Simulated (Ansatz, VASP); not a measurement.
One calculation of Ga3SbAs2, two programs

The input INCAR:

```
SYSTEM = Ga3SbAs2
  ALGO = Normal
  EDIFF = 1E-6
  ENCUT = 520
  GGA = PE
  ISIF = 2
  ISMEAR = 0
  LASPH = .TRUE.
  LCHARG = .FALSE.
  LREAL = .FALSE.
  LWAVE = .FALSE.
  NBANDS = 36
  NELM = 80
  PREC = Accurate
  SIGMA = 0.1
```

File KPOINTS:

```
k-points
0
G
  12 12 4
  0 0 0
```

Contents of POSCAR:

```
Ga3SbAs2
1.0
    4.1776494884      0.0000000000      0.0000000000
   -2.0888247442      3.6179505850      0.0000000000
    0.0000000000      0.0000000000     10.2389541514
Ga Sb As
3 1 2
Direct
    0.0000000000      0.0000000000      0.0137059193
    0.6666666667      0.3333333333      0.3330412313
    0.3333333333      0.6666666667      0.6541308693
    0.3333333333      0.6666666667      0.9162203772
    0.0000000000      0.0000000000      0.2560916271
    0.6666666667      0.3333333333      0.5768099757
```

Input for Ansatz:

```yaml
crystal:
  lattice:
    - [4.1776494884, 0.0, 0.0]
    - [-2.0888247442, 3.617950585, 0.0]
    - [0.0, 0.0, 10.2389541514]
  atoms:
    - { symbol: Ga, position: [0.0, 0.0, 0.0137059193] }
    - { symbol: Ga, position: [0.6666666667, 0.3333333333, 0.3330412313] }
    - { symbol: Ga, position: [0.3333333333, 0.6666666667, 0.6541308693] }
    - { symbol: Sb, position: [0.3333333333, 0.6666666667, 0.9162203772] }
    - { symbol: As, position: [0.0, 0.0, 0.2560916271] }
    - { symbol: As, position: [0.6666666667, 0.3333333333, 0.5768099757] }
basis:
  ecutwfc: 420
kpoints:
  mp_grid: { grid: [12, 12, 4] }
  band_path:
    path:
      - [[0.0, 0.0, 0.0], [0.5, 0.0, 0.0], [0.33333333, 0.33333333, 0.0], [0.0, 0.0, 0.0], [0.0, 0.0, 0.5], [0.5, 0.0, 0.5], [0.33333333, 0.33333333, 0.5], [0.0, 0.0, 0.5]]
      - [[0.5, 0.0, 0.5], [0.5, 0.0, 0.0]]
      - [[0.33333333, 0.33333333, 0.5], [0.33333333, 0.33333333, 0.0]]
    npoints: 14
hamiltonian:
  xc: pbe
scf:
  occupations: { method: gaussian, width: 0.1 }
  n_extra_bands: 15
output:
  forces: true
  stress: true
  eigenvalues: true
  populations: true
  dos: { projected: true, de: 0.02, nscf_kmesh: { grid: [15, 15, 5] } }
  bader: true
  write_density: true
  write_potential: true
  elf: true
  volumetric_format: npy
```

Alike in both runs: task single point; functional PBE; k mesh 12 × 12 × 4; occupations gaussian, width 0.1 eV; no spin polarisation.

|  | VASP | Ansatz |
| --- | --- | --- |
| version | VASP 6.6.1 | Ansatz 0.2.0 |
| potentials or method | VASP PAW PBE potentials, release 64 (Ga_d, Sb, As), cutoff 520 eV | scalar-relativistic, plane waves, PAW |
| valence electrons in the cell | 54 | 84 |

```csv
,VASP,Ansatz,Ansatz less VASP
gap on the k mesh at the Fermi level (eV),none,none,-
pressure (GPa),0.1,0.0,-0.12
```

A gap of «none» marks a metal or a gap that the smearing closes. VASP's potentials hold 54 valence electrons a cell and Ansatz's 84, so a difference there can come from the potentials and not from the codes.

Neither program's run includes spin-orbit coupling.
